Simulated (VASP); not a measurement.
# B13N12 (a cell with a defect) in VASP: a series of runs

The runs below take B13N12 (a cell with a defect) through single point, with PBE+D3(BJ).

All numbers are computed with VASP 6.6.1; they aren't measurements. Logs are shortened: lines on timing, memory, paths and dates and some standing lists are left out, and cuts for length are marked.

**1. The cell of the first run**

The cell holds a defect, 25 atoms: a = 6.642 Å, b = 6.642 Å, c = 6.642 Å, α = 98.45°, β = 111.01°, γ = 119.63°.

**2. Single point, PBE+D3(BJ)**

Input file INCAR:

```
  PREC = Accurate
  ENCUT = 520
  EDIFF = 1E-7
  ISMEAR = 0
  SIGMA = 0.01
  LREAL = Auto
  LASPH = T
  NELM = 60
  ALGO = Normal
  ISIF = 2
  LWAVE = F
  LCHARG = F
  GGA = PE
  IVDW = 12
  NBANDS = 68
  NELECT = 98.0
```

Input file KPOINTS:

```
Automatic mesh
0
Gamma
  2 2 2
  0.5 0.5 0.5
```

Input file POSCAR:

```
B13N12
1.0
   -3.7615274009      3.3394822066      4.3376638254
    3.7615274009      3.3394822066     -4.3376638254
   -3.7615274009     -3.3394822066     -4.3376638254
B N
13 12
Direct
    0.4963360614      0.2349832771      0.7320070306
    0.3164471493      0.9802532508      0.3232401255
    0.6505751405      0.9804543514      0.6571915207
    0.4944374218      0.7449611865      0.2439145767
    0.8274763604      0.2411520191      0.0774985952
    0.3352985336      0.5158591628      0.8194597314
    0.8216424051      0.7378832620      0.5780517279
    0.1569978123      0.2411219154      0.4070450850
    0.6898781090      0.5159712693      0.1739213389
    1.0281263072      1.0286351423      0.9940012936
    1.0045508816      0.5052709653      0.4940975668
    0.1529893779      0.7376794479      0.9096274056
    0.2798059661      0.2524065134      0.9662054353
    0.4823454604      0.8973060753      0.4083465609
    0.3326396327      0.6654094794     -0.0074845461
    0.6664984545      0.6656327549      0.3261572044
    0.4803924624      0.3955060036      0.9084820109
    0.8064927461      0.8894927226      0.7388704038
    0.3277295131      0.1597584256      0.4905859281
    0.8389030333      0.4208164511      0.2439889264
    0.1435701633      0.8890655248      0.0763729383
    0.6626560554      0.1598850759      0.8254016780
    0.9981983366      0.6643813392      0.6595731902
    0.9810903162      0.1507685956      0.1630422915
    0.1701682250      0.4207817058      0.5752851007
```

Potentials or basis: VASP PAW PBE potentials, release 64 (B, N).

Run with:

```sh
$ cat potpaw_PBE.64/B/POTCAR potpaw_PBE.64/N/POTCAR > POTCAR
$ mpirun -np 1 vasp_std > vasp.out
```

OUTCAR:

```text
PREC = Accurate
   ENCUT = 520
   EDIFF = 1E-7
   ISMEAR = 0
   LREAL = Auto
   LASPH = T
   NELM = 60
   ISIF = 2
   GGA = PE
   IVDW = 12
   NELECT = 98.0
 IVDW          = 12

 ion  position               nearest neighbor table
   1  0.496  0.235  0.732-  22 1.41  19 1.41  17 1.53
   2  0.316  0.980  0.323-  21 1.43  14 1.44  19 1.46
   3  0.651  0.980  0.657-  18 1.43  14 1.44  22 1.46
   4  0.494  0.745  0.244-  14 1.43  16 1.45  15 1.45
   5  0.827  0.241  0.077-  24 1.42  20 1.45  22 1.46
   6  0.335  0.516  0.819-  25 1.40  15 1.42  17 1.55  13 2.07
   7  0.822  0.738  0.578-  18 1.42  23 1.45  16 1.46
   8  0.157  0.241  0.407-  24 1.42  25 1.45  19 1.46
   9  0.690  0.516  0.174-  20 1.40  16 1.42  17 1.55  13 2.07
  10  0.028  0.029  0.994-  24 1.50  21 1.52  18 1.52  13 1.70
  11  0.005  0.505  0.494-  23 1.44  25 1.45  20 1.45
  12  0.153  0.738  0.910-  21 1.42  23 1.45  15 1.46
  13  0.280  0.252  0.966-  17 1.43  10 1.70   9 2.07   6 2.07
  14  0.482  0.897  0.408-   4 1.43   3 1.44   2 1.44
  15  0.333  0.665  0.993-   6 1.42   4 1.45  12 1.46
  16  0.666  0.666  0.326-   9 1.42   4 1.45   7 1.46
  17  0.480  0.396  0.908-  13 1.43   1 1.53   6 1.55   9 1.55
  18  0.806  0.889  0.739-   7 1.42   3 1.43  10 1.52
  19  0.328  0.160  0.491-   1 1.41   2 1.46   8 1.46
  20  0.839  0.421  0.244-   9 1.40  11 1.45   5 1.45
  21  0.144  0.889  0.076-  12 1.42   2 1.43  10 1.52
  22  0.663  0.160  0.825-   1 1.41   3 1.46   5 1.46
  23  0.998  0.664  0.660-  11 1.44   7 1.45  12 1.45
  24  0.981  0.151  0.163-   5 1.42   8 1.42  10 1.50
  25  0.170  0.421  0.575-   6 1.40  11 1.45   8 1.45

  LATTYP: Found a body centered orthorhombic cell.
 ALAT       =     6.6789644132
 B/A-ratio  =     1.1263804291
 C/A-ratio  =     1.2989031104

  Lattice vectors:

 A1 = (  -3.7615274009,  -3.3394822066,   4.3376638254)
 A2 = (   3.7615274009,   3.3394822066,   4.3376638254)
 A3 = (  -3.7615274009,   3.3394822066,  -4.3376638254)

Analysis of symmetry for initial positions (statically):
=====================================================================
 Subroutine PRICEL returns:
 Original cell was already a primitive cell.

 Routine SETGRP: Setting up the symmetry group for a
 body centered orthorhombic supercell.

 Subroutine GETGRP returns: Found  1 space group operations
 (whereof  1 operations were pure point group operations)
 out of a pool of  8 trial point group operations.

The static configuration has the point symmetry C_1 .

Analysis of symmetry for dynamics (positions and initial velocities):
=====================================================================
 Subroutine PRICEL returns:
 Original cell was already a primitive cell.

 Routine SETGRP: Setting up the symmetry group for a
 body centered orthorhombic supercell.

 Subroutine GETGRP returns: Found  1 space group operations
 (whereof  1 operations were pure point group operations)
 out of a pool of  8 trial point group operations.

The dynamic configuration has the point symmetry C_1 .

 Subroutine INISYM returns: Found  1 space group operations
 (whereof  1 operations are pure point group operations),
 and found     1 'primitive' translations

----------------------------------------------------------------------------------------

                                     Primitive cell

  volume of cell :     217.9512

  direct lattice vectors                    reciprocal lattice vectors
    -3.761527401  3.339482207  4.337663825    -0.132924726  0.149723810  0.000000000
     3.761527401  3.339482207 -4.337663825     0.000000000  0.149723810 -0.115269422
    -3.761527401 -3.339482207 -4.337663825    -0.132924726  0.000000000 -0.115269422

  length of vectors
     6.642029604  6.642029604  6.642029604     0.200215389  0.188955706  0.175943236

  position of ions in fractional coordinates (direct lattice)
     0.496336061  0.234983277  0.732007031
     0.316447149  0.980253251  0.323240125
     0.650575141  0.980454351  0.657191521
     0.494437422  0.744961186  0.243914577
     0.827476360  0.241152019  0.077498595
     0.335298534  0.515859163  0.819459731
[... 17 lines left out ...]
     0.981090316  0.150768596  0.163042291
     0.170168225  0.420781706  0.575285101

  ion indices of the primitive-cell ions
   primitive index   ion index
                 1           1
                 2           2
                 3           3
                 4           4
                 5           5
                 6           6
[... 17 lines left out ...]
                24          24
                25          25

----------------------------------------------------------------------------------------

 KPOINTS: Automatic mesh

Automatic generation of k-mesh.
 Grid dimensions read from file:
 generate k-points for:    2    2    2

 Generating k-lattice:

  Cartesian coordinates                     Fractional coordinates (reciprocal lattice)
    -0.066462363  0.074861905  0.000000000     0.500000000 -0.000000000  0.000000000
     0.000000000  0.074861905 -0.057634711    -0.000000000  0.500000000  0.000000000
    -0.066462363  0.000000000 -0.057634711     0.000000000  0.000000000  0.500000000

  Length of vectors
     0.100107695  0.094477853  0.087971618

  Shift w.r.t. Gamma in fractional coordinates (k-lattice)
     0.500000000  0.500000000  0.500000000

 Subroutine IBZKPT returns following result:
 ===========================================

 Found      4 irreducible k-points:

 Following reciprocal coordinates:
            Coordinates               Weight
  0.250000  0.250000  0.250000      2.000000
 -0.250000  0.250000  0.250000      2.000000
  0.250000 -0.250000  0.250000      2.000000
 -0.250000 -0.250000  0.250000      2.000000
   k-points           NKPTS =      4   k-points in BZ     NKDIM =      4   number of bands    NBANDS=     68
   number of dos      NEDOS =    301   number of ions     NIONS =     25
   total plane-waves  NPLWV = 125000
   dimension x,y,z NGX =    50 NGY =   50 NGZ =   50
   dimension x,y,z NGXF=   100 NGYF=  100 NGZF=  100
   ions per type =              13  12
   NGX,Y,Z   is equivalent  to a cutoff of  12.51, 12.51, 12.51 a.u.
   NGXF,Y,Z  is equivalent  to a cutoff of  25.03, 25.03, 25.03 a.u.
 SYSTEM =  unknown system
   PREC   = accura    normal or accurate (medium, high low for compatibility)
   ISTART =      0    job   : 0-new  1-cont  2-samecut
   ICHARG =      2    charge: 1-file 2-atom 10-const
   ISPIN  =      1    spin polarized calculation?
   LNONCOLLINEAR =      F non collinear calculations
   LSORBIT =      F    spin-orbit coupling
   LASPH  =      T    aspherical Exc in radial PAW
   ENCUT  =  520.0 eV  38.22 Ry    6.18 a.u.  12.35 12.35 12.35*2*pi/ulx,y,z
   NELM   =     60;   NELMIN=  2; NELMDL= -5     # of ELM steps
   EDIFF  = 0.1E-06   stopping-criterion for ELM
   LREAL  =      T    real-space projection
   EDIFFG = 0.1E-05   stopping-criterion for IOM
   NSW    =      0    number of steps for IOM
   IBRION =     -1    ionic relax: 0-MD 1-quasi-New 2-CG
   NFREE  =      0    steps in history (QN), initial steepest desc. (CG)
   ISIF   =      2    stress and relaxation
   ISYM   =      2    0-nonsym 1-usesym 2-fastsym
   POTIM  = 0.5000    time-step for ionic-motion
   TEBEG  =    0.0;   TEEND  =   0.0 temperature during run
   PSTRESS=    0.0 pullay stress
   NELECT =      98.0000    total number of electrons
   NUPDOWN=      -1.0000    fix difference up-down
   EMIN   =  10.00;   EMAX   =-10.00  energy-range for DOS
   EFERMI =   0.00;   METHOD = LEGACY
   ISMEAR =     0;   SIGMA  =   0.01  broadening in eV -4-tet -1-fermi 0-gaus
   EFERMI_NEDOS =   21; number of points for ismear=-14 and -15
   IALGO  =     38    algorithm
   IMIX   =      4    mixing-type and parameters
     AMIX     =   0.40;   BMIX     =  1.00
     AMIX_MAG =   1.60;   BMIX_MAG =  1.00
  volume/ion in A,a.u.               =       8.72        58.83
  Fermi-wavevector in a.u.,A,eV,Ry     =   1.254191  2.370078 21.401906  1.572996
  Thomas-Fermi vector in A             =   2.388008
   LORBIT       =      0    0 simple, 1 ext, 2 COOP (PROOUT), +10 PAW based schemes
   GGA     = PE    functional components
   LHFCALC =     F    Hartree Fock is set to
   AEXX    =    0.0000 exact exchange contribution
   IVDW    =    12    specifies the selected vdW correction
   LEPSILON=     F    determine dielectric tensor
   LRPA    =     F    only Hartree local field effects (RPA)
 non-spin polarized calculation
 Gauss-broadening in eV      SIGMA  =   0.01
  energy-cutoff  :      520.00
  volume of cell :      217.95
 maximum number of plane-waves:      5886
 NGX is ok and might be reduce to    50
   NGX = 25   NGY = 25   NGZ = 25

 number of electron      98.0000000 magnetization

 Free energy of the ion-electron system (eV)
  ---------------------------------------------------
  ext. energy  EPLUGINS =         0.00000000
  ---------------------------------------------------
  free energy    TOTEN  =      -216.58550722 eV

  energy without entropy =     -216.58550722  energy(sigma->0) =     -216.58550722

 E-fermi :   3.6280     XC(G=0): -10.2113

 val. band max:        3.5548615234   @ k =   0.2500   0.2500   0.2500
 cond. band min:       5.3140096228   @ k =   0.2500  -0.2500   0.2500
 fundamental gap:      1.7591480995
 Fermi energy:         3.6280404740

 k-point     1 :       0.2500    0.2500    0.2500
  band No.  band energies     occupation
      1     -16.1407      2.00000
      2     -14.4877      2.00000
      3     -14.3805      2.00000
      4     -14.0816      2.00000
      5     -13.3740      2.00000
      6     -12.5145      2.00000
[... 53 lines left out ...]
     60      10.5885      0.00000
     61      11.0497      0.00000

 k-point     2 :      -0.2500    0.2500    0.2500
  band No.  band energies     occupation
      1     -16.1814      2.00000
      2     -14.6637      2.00000
      3     -14.1287      2.00000
      4     -13.6222      2.00000
      5     -13.1668      2.00000
      6     -13.1317      2.00000
[... 53 lines left out ...]
     60      10.1385      0.00000
     61      10.4706      0.00000

 k-point     3 :       0.2500   -0.2500    0.2500
  band No.  band energies     occupation
      1     -16.1578      2.00000
      2     -14.6338      2.00000
      3     -14.1277      2.00000
      4     -13.7672      2.00000
      5     -13.4590      2.00000
      6     -13.3465      2.00000
[... 53 lines left out ...]
     60      10.5034      0.00000
     61      10.8826      0.00000

 k-point     4 :      -0.2500   -0.2500    0.2500
  band No.  band energies     occupation
      1     -16.1910      2.00000
      2     -14.5448      2.00000
      3     -13.9627      2.00000
      4     -13.7635      2.00000
      5     -13.6984      2.00000
      6     -12.8788      2.00000
[... 53 lines left out ...]
     60      10.7023      0.00000
     61      10.9620      0.00000
 [bands above 61 left out]

------------------------ aborting loop because EDIFF is reached ----------------------------------------

 Edisp (eV)   -3.65852

 E8    (eV) :    -1.0789

  FORCE on cell =-STRESS in cart. coord.  units (eV):
  Direction    XX          YY          ZZ          XY          YZ          ZX
  --------------------------------------------------------------------------------------
  -------------------------------------------------------------------------------------
  Total       1.71851    -6.40109     0.25964     0.00398    -0.11827     0.00107
  in kB      12.63294   -47.05491     1.90860     0.02928    -0.86942     0.00784
  external pressure =      -10.84 kB  Pullay stress =        0.00 kB

 VOLUME and BASIS-vectors are now :
 -----------------------------------------------------------------------------
  energy-cutoff  :      520.00
  volume of cell :      217.95
      direct lattice vectors                 reciprocal lattice vectors
    -3.761527401  3.339482207  4.337663825    -0.132924726  0.149723810  0.000000000
     3.761527401  3.339482207 -4.337663825     0.000000000  0.149723810 -0.115269422
    -3.761527401 -3.339482207 -4.337663825    -0.132924726  0.000000000 -0.115269422

 POSITION                                       TOTAL-FORCE (eV/Angst)
 -----------------------------------------------------------------------------------
     -3.73655     -0.00230     -2.04154         0.000384      0.005335     -0.008664
      1.28105      3.25085     -4.28147        -0.001438     -0.005786     -0.003583
     -1.23119      3.25211     -4.28158        -0.000467     -0.003154     -0.001085
      0.02486      3.32440     -2.14471        -0.000628      0.006279     -0.000885
     -2.49699      3.30986      2.20712         0.008539     -0.003228      0.003139
     -2.40324      0.10585     -4.33775         0.003810      0.008807      0.003432
[... 17 lines left out ...]
     -3.73657      3.23535      2.89443        -0.001058      0.005997      0.007261
     -1.22126      0.05231     -3.58247        -0.001129      0.001808     -0.002022
 -----------------------------------------------------------------------------------
    total drift:                                0.002255     -0.000258      0.006800

  FREE ENERGIE OF THE ION-ELECTRON SYSTEM (eV)
  ---------------------------------------------------
  free  energy   TOTEN  =      -220.2440266065 eV

  energy  without entropy=     -220.2440266065  energy(sigma->0) =     -220.24402661
```

It took 74 s on 1 thread of AMD EPYC 9R45 (Zen 5), shared host; peak memory 0.31 GiB.

What came out:

```yaml
Free_energy: -220.2440 eV
Largest_force: 0.060 eV/Å
Dispersion_energy_per_atom: -0.146 eV
```

Forces on the atoms (eV/Å):
```
B    0.000  0.005 -0.009
B   -0.001 -0.006 -0.004
B    0.000 -0.003 -0.001
B   -0.001  0.006 -0.001
B    0.009 -0.003  0.003
B    0.004  0.009  0.003
B   -0.002 -0.006 -0.008
B   -0.008 -0.007  0.001
B   -0.006  0.009  0.005
B    0.003  0.018  0.004
B    0.001 -0.004  0.007
B    0.000 -0.009 -0.002
B    0.000 -0.057 -0.017
N    0.001  0.002 -0.002
N    0.000  0.000 -0.006
N    0.002 -0.001 -0.005
N    0.001  0.025  0.027
N    0.000  0.001  0.000
N    0.003  0.003  0.001
N    0.001  0.000 -0.002
N   -0.002  0.005  0.000
N   -0.003  0.000  0.000
N    0.001  0.005  0.000
N   -0.001  0.006  0.007
N   -0.001  0.002 -0.002
```

Caveat: the k points lie up to 0.63 Å⁻¹ apart; the cell carries a net charge on a neutralising background, which shifts energy and pressure; the cell is charged against a uniform background, so pressure and absolute levels hang on convention.

(Part 1 of 2 ends here.)
